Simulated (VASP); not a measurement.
The system is Be.

```
CELL_PARAMETERS angstrom
2.28530 0.00000 0.00000
-1.14265 1.97913 0.00000
0.00000 0.00000 3.58420
ATOMIC_POSITIONS crystal
Be 0.33333 0.66667 0.25000
Be 0.66667 0.33333 0.75000
```

- Program: VASP 6.6.1
- Task: relaxation of cell and atoms
- Functional: LDA
- Potentials or basis: VASP PAW LDA potentials, release 64 (Be)
- Cutoff: 600 eV
- k mesh: 22 × 22 × 12
- Occupations: methfessel-paxton, width 0.05 eV
- Spin: no spin polarisation

At the start: pressure -7.9 GPa; volume 8.11 Å³/atom.

**Question.** How do energy, volume and symmetry change on relaxing?

**Answer.** Over 5 steps the energy falls by 14.1 meV/atom and the volume is 7.56 Å³/atom (-6.7 %); space group P6_3/mmc (No. 194, to 0.1 Å) before and after.

The path:
```tsv
step	energy change (eV)	largest force (eV/Å)	pressure (GPa)	volume (Å³)
1	0.0000	0.0000	-7.92	16.21
2	-0.0275	0.0000	-1.20	15.29
3	-0.0281	0.0000	0.01	15.14
4	-0.0281	0.0000	0.20	15.12
5	-0.0282	0.0000	0.15	15.13
```

Final structure:
```
Be
1.0
     2.22729    0.00000    0.00000
    -1.11365    1.92889    0.00000
     0.00000    0.00000    3.52072
Be
2
Direct
  0.33333 0.66667 0.25000
  0.66667 0.33333 0.75000
```
